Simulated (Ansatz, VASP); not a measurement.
One calculation of Rb, two programs

```xyz
1
Lattice="3.5991 0.0000 0.0000 -1.7995 3.1169 0.0000 0.0000 0.0000 3.3831" Properties=species:S:1:pos:R:3 pbc="T T T"
Rb    0.0000    0.0000    0.0000
```

Change from the starting cell: volume scaled by 0.4, LAPW.

Alike in both runs: task single point; functional PBE; k mesh 9 × 9 × 8; occupations fermi-dirac, width 0.05 eV; no spin polarisation.

|  | VASP | Ansatz |
| --- | --- | --- |
| version | VASP 6.6.1 | Ansatz 0.2.0 |
| potentials or method | VASP PAW PBE potentials, release 64 (Rb_sv), cutoff 520 eV | all-electron LAPW, scalar-relativistic |

```tsv
	VASP	Ansatz	Ansatz less VASP
pressure (GPa)	9.4	9.3	-0.05
traceless stress, the component that is largest in VASP (GPa)	-0.26	-0.26	-0.002
```

Ansatz ran all-electron here, and VASP with PAW potentials.
